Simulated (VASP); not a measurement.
Here is a VASP 6.6.1 calculation.

File INCAR:

```
PREC = Accurate
ENCUT = 520
EDIFF = 1E-6
ISMEAR = 0
SIGMA = 0.05
LREAL = F
LASPH = T
NELM = 60
ALGO = Normal
ISIF = 2
LWAVE = F
LCHARG = F
GGA = CA
NBANDS = 19
```

Contents of KPOINTS:

```
Automatic mesh
0
Gamma
  6 6 6
```

POSCAR

```
Li3ClO
1.0
    3.9618825168      0.0000000000      0.0000000000
    0.0000000000      3.9618825168      0.0000000000
    0.0000000000      0.0000000000      3.8034072161
Li Cl O
3 1 1
Direct
    0.0000000000      0.5000000000      0.5000000000
    0.5000000000      0.0000000000      0.5000000000
    0.5000000000      0.5000000000      0.0000000000
    0.0000000000      0.0000000000      0.0000000000
    0.5000000000      0.5000000000      0.5000000000
```

Potentials or basis: VASP PAW LDA potentials, release 64 (Li_sv, Cl, O).

Command:

```bash
$ cat potpaw_LDA.64/Li_sv/POTCAR potpaw_LDA.64/Cl/POTCAR potpaw_LDA.64/O/POTCAR > POTCAR
$ mpirun -np 1 vasp_std > vasp.out
```

Predict the band gap on the k mesh.

4.51 eV (least direct gap 4.52 eV).

 A k mesh can miss the band edges.
